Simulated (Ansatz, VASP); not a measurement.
Two plane-wave programs on TiN

```xyz
2
Lattice="0.0000 2.0863 2.0863 2.0863 0.0000 2.0863 2.0863 2.0863 0.0000" Properties=species:S:1:pos:R:3 pbc="T T T"
Ti    0.0000    0.0000    0.0000
N     2.0863    2.0863    2.0863
```

Alike in both runs: functional LDA; k mesh 8 × 8 × 8; occupations gaussian, width 0.1 eV; no spin polarisation.

Ansatz relaxed the structure, and its values are those at the end. VASP's run is a single point on that final structure, the one shown.

|  | VASP | Ansatz |
| --- | --- | --- |
| version | VASP 6.6.1 | Ansatz 0.2.0 |
| potentials or method | VASP PAW LDA potentials, release 64 (Ti_sv, N), cutoff 520 eV | scalar-relativistic, plane waves, PAW |
| valence electrons in the cell | 17 | 17 |

Ansatz gave:

```
gap on the k mesh at the Fermi level (eV) : none
pressure (GPa)                            : 0.0
```

Task: What did VASP give for the same quantities?

Result: gap on the k mesh at the Fermi level (eV): none; pressure (GPa): 1.1.

Ansatz warns that its potentials were made for another functional, while VASP's fit it. LDA's correlation is that of Perdew and Zunger in VASP and of Perdew and Wang (1992) in Ansatz. A gap of «none» marks a metal or a gap that the smearing closes.
